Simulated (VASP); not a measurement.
**Au: relaxation of cell and atoms with PBEsol**

The system is Au.

```xyz
1
Lattice="0.0000 2.0350 2.0350 2.0350 0.0000 2.0350 2.0350 2.0350 0.0000" Properties=species:S:1:pos:R:3 pbc="T T T"
Au    0.0000    0.0000    0.0000
```

```json
{
 "Program": "VASP 6.6.1",
 "Task": "relaxation of cell and atoms",
 "Functional": "PBEsol",
 "Potentials or basis": "VASP PAW PBE potentials, release 64 (Au)",
 "Cutoff": "600 eV",
 "k mesh": "11 × 11 × 11",
 "Occupations": "fermi-dirac, width 0.05 eV",
 "Spin": "no spin polarisation",
 "Dipole correction": "no",
 "Further INCAR settings": "ALGO = Normal; EDIFF = 1e-06; IBRION = 2; EDIFFG = -0.02; NSW = 80; ISIF = 3"
}
```

* Relaxed volume: 16.99 Å³/atom
* Relaxed cell: a = 2.886 Å, b = 2.886 Å, c = 2.886 Å, α = 60.00°, β = 60.00°, γ = 60.00°
* Space group after relaxing (to 0.05 Å): Fm-3m (No. 225)
* Energy gained by relaxing: 0.6 meV/atom
* Ionic steps: 3
* Pressure after relaxing: 0.0 GPa

The path:
| step | energy change (eV) | largest force (eV/Å) | pressure (GPa) | volume (Å³) |
| --- | --- | --- | --- | --- |
| 1 | 0.0000 | 0.0000 | 1.47 | 16.85 |
| 2 | 0.0012 | 0.0000 | -2.40 | 17.24 |
| 3 | -0.0006 | 0.0000 | 0.00 | 16.99 |

Final structure:
```yaml
crystal:
  lattice:
    - [0.00000, 2.04053, 2.04053]
    - [2.04053, 0.00000, 2.04053]
    - [2.04053, 2.04053, 0.00000]
  atoms:
    - { symbol: Au, position: [0.00000, 0.00000, 0.00000] }
```

Levels at points of the mesh, in eV from the Fermi level:
```
           k point  band 4  band 5  band 6  band 7  band 8  band 9
(0.00, 0.00, 0.00)   -4.70   -3.17   -3.17   14.49   18.50   18.50
```

Run time: 7.6 s on 1 thread of Intel Xeon 6975P-C, on a shared host, peak memory 0.15 GiB.

Caveat: the PAW data sets were made with another functional, which shifts forces and pressure a little; spin-orbit coupling is left out, which moves the levels of the heavy elements. Zero-point motion and thermal expansion aren't in these numbers.
